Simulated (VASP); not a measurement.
Here is a VASP 6.6.1 calculation.

File INCAR:

```
PREC = Accurate
ENCUT = 520
EDIFF = 1E-6
ISMEAR = -1
SIGMA = 0.1
LREAL = False
LASPH = True
NELM = 60
ALGO = Normal
ISIF = 2
LWAVE = False
LCHARG = False
GGA = PS
NBANDS = 11
```

The input KPOINTS:

```
Automatic mesh
0
Gamma
  17 17 17
```

POSCAR

```
Pt
1.0
    0.0000000000      1.9540278963      1.9540278963
    1.9540278963      0.0000000000      1.9540278963
    1.9540278963      1.9540278963      0.0000000000
Pt
1
Direct
    0.0000000000      0.0000000000      0.0000000000
```

Potentials or basis: VASP PAW PBE potentials, release 64 (Pt).

The run is started by

```sh
$ cat potpaw_PBE.64/Pt/POTCAR > POTCAR
$ mpirun -np 1 vasp_std > vasp.out
```

Problem. What does it give for the pressure?

Solution. 2.2 GPa.

Problem. Estimate the band gap on the k mesh.

Solution. Zero (band 5 reaches 11.77 eV, above the bottom of band 6 at 9.55 eV).

Caveat: the PAW data sets were made with another functional, which shifts forces and pressure a little; spin-orbit coupling is left out, which moves the levels of the heavy elements.
